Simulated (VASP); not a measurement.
Wanted: the native input for a VASP 6.6.1 run.

| Property | Result |
| --- | --- |
| Task | single point |
| Functional | r2SCAN |
| Potentials or basis | VASP PAW PBE potentials, release 64 (S, Be) |
| Cutoff | 660 eV |
| k mesh | 9 × 9 × 9 |
| Occupations | fermi-dirac, width 0.1 eV |
| Spin | no spin polarisation |
| Dipole correction | no |
| Further INCAR settings | ALGO = Normal; EDIFF = 1e-06; NBANDS = 11 |

The system is BeS.

```
CELL_PARAMETERS angstrom
3.42947 0.00000 0.00000
1.71473 2.97001 0.00000
1.71473 0.99000 2.80015
ATOMIC_POSITIONS crystal
S 0.75000 0.75000 0.75000
Be 0.00000 0.00000 0.00000
```

One way to write it, as run:

POSCAR

```
BeS
1.0
    3.4294678900      0.0000000000      0.0000000000
    1.7147339450      2.9700063142      0.0000000000
    1.7147339450      0.9900021047      2.8001488066
S Be
1 1
Direct
    0.7500000000      0.7500000000      0.7500000000
    0.0000000000      0.0000000000      0.0000000000
```

INCAR.step1

```
SYSTEM = BeS
ALGO     = Normal         ! electronic algorithm
EDIFF    = 1E-5           ! SCF threshold, eV
ENCUT    = 660            ! plane-wave cutoff, eV
GGA      = PE             ! functional
GGA_COMPAT= .False.      
ISMEAR   = -1             ! smearing method
LASPH    = .True.         ! aspherical terms in the spheres
LCHARG   = .False.        ! write CHGCAR
LREAL    = .False.        ! projectors in reciprocal space
LWAVE    = .True.         ! write WAVECAR
NBANDS   = 11             ! bands
NELM     = 120            ! most SCF steps
PREC     = Accurate       ! precision mode
SIGMA    = 0.1            ! smearing width, eV
```

INCAR.step2

```
SYSTEM = BeS
ALGO     = Normal         ! electronic algorithm
EDIFF    = 1E-6           ! SCF threshold, eV
ENCUT    = 660            ! plane-wave cutoff, eV
GGA_COMPAT= .False.      
ISIF     = 2              ! what is computed and relaxed
ISMEAR   = -1             ! smearing method
ISTART   = 1            
LASPH    = .True.         ! aspherical terms in the spheres
LCHARG   = .True.         ! write CHGCAR
LELF     = .True.         ! ELF
LMIXTAU  = .True.       
LREAL    = .False.        ! projectors in reciprocal space
LVHAR    = .True.       
LWAVE    = .False.        ! write WAVECAR
METAGGA  = R2SCAN         ! meta-GGA
NBANDS   = 11             ! bands
NELM     = 120            ! most SCF steps
PREC     = Accurate       ! precision mode
SIGMA    = 0.1            ! smearing width, eV
```

KPOINTS

```
k-points
0
Gamma
  9 9 9
  0 0 0
```

Potentials or basis: VASP PAW PBE potentials, release 64 (S, Be).

Launch:

```console
$ cat potpaw_PBE.64/S/POTCAR potpaw_PBE.64/Be/POTCAR > POTCAR
$ cp INCAR.step1 INCAR
$ mpirun -np 1 vasp_std > vasp.out
$ cp INCAR.step2 INCAR
$ mpirun -np 1 vasp_std > vasp.out
```

It gave:

```
Pressure               : 1.5 GPa
Band gap on the k mesh : 3.67 eV (least direct gap 6.26 eV)
```

Caveat: the PAW data sets were made with another functional, which shifts forces and pressure a little; an odd mesh through Γ misses points on the zone boundary, where band edges can lie.

Wall time 31 s on 1 thread of Intel(R) Xeon(R) 6975P-C (Granite Rapids), on a shared host, peak memory 0.16 GiB.
